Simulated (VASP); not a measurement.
Set up this calculation in VASP 6.6.1, as the native input.

```
Task                   : single point
Functional             : PBEsol
Dispersion             : D3(BJ)
Potentials or basis    : VASP PAW PBE potentials, release 64 (Sn_d)
Cutoff                 : 500 eV
k mesh                 : 11 × 11 × 11
Occupations            : tetrahedron
Spin                   : no spin polarisation
Dipole correction      : no
Further INCAR settings : ALGO = Normal; EDIFF = 1e-06; NBANDS = 13
```

The structure of Sn lies in POSCAR:

```
Sn
1.0
   -1.8598577600      1.9126500250      2.5189025600
    1.8598577600     -1.9126500250      2.5189025600
    1.8598577600      1.9126500250     -2.5189025600
Sn
1
Direct
    0.0000000000      0.0000000000      0.0000000000
```

One way to write it, as run:

INCAR

```
  ALGO = Normal
  EDIFF = 1E-6
  ENCUT = 500
  GGA = PS
  GGA_COMPAT = F
  ISIF = 2
  ISMEAR = -5
  IVDW = 12
  LASPH = T
  LCHARG = T
  LELF = T
  LREAL = F
  LVHAR = T
  LWAVE = F
  NBANDS = 13
  NELM = 120
  PREC = Accurate
  SIGMA = 0.05
```

KPOINTS

```
k-points
0
Gamma
  11 11 11
```

Potentials or basis: VASP PAW PBE potentials, release 64 (Sn_d).

Run with:

```console
$ cat potpaw_PBE.64/Sn_d/POTCAR > POTCAR
$ mpirun -np 1 vasp_std > vasp.out
```

Results of the run:

```
Pressure                   : -5.2 GPa
Band gap on the k mesh     : zero (bands 7 and 8 overlap by 6.68 eV)
Dispersion energy per atom : -0.417 eV
```

Caveat: the cell stands under tension; the PAW data sets were made with another functional, which shifts forces and pressure a little; spin-orbit coupling is left out, which moves the levels of the heavy elements; tetrahedron occupations give inexact forces and stress in metals.

Run time: 56 s on 1 thread of AMD EPYC 7R13 Processor (Zen 3), with other jobs on the host, peak memory 0.2 GiB.
